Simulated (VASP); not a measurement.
**As: single point with LDA**

As:

```
As
1.0
     0.00000    1.93613    1.93613
     1.93613    0.00000    1.93613
     1.93613    1.93613    0.00000
As
1
Direct
  0.00000 0.00000 0.00000
```

This cell differs from its parent crystal: volume scaled by 0.8.

```yaml
Program: VASP 6.6.1
Task: single point
Functional: LDA
Potentials_or_basis: VASP PAW LDA potentials, release 64 (As)
Cutoff: 520 eV
k_mesh: 17 × 17 × 17
Occupations: fermi-dirac, width 0.1 eV
Spin: no spin polarisation
```

The pressure is 34.5 GPa.

Levels at points of the mesh, in eV from the Fermi level:
| k point | band 1 | band 2 | band 3 | band 4 | band 5 | band 6 |
| --- | --- | --- | --- | --- | --- | --- |
| (0.00, 0.00, 0.00) | -18.00 | 8.07 | 8.07 | 8.07 | 13.54 | 13.54 |

It took 9.8 s on 1 thread of Intel(R) Xeon(R) Platinum 8259CL CPU @ 2.50GHz (Skylake/Cascade Lake) (shared host), peak memory 0.13 GiB.
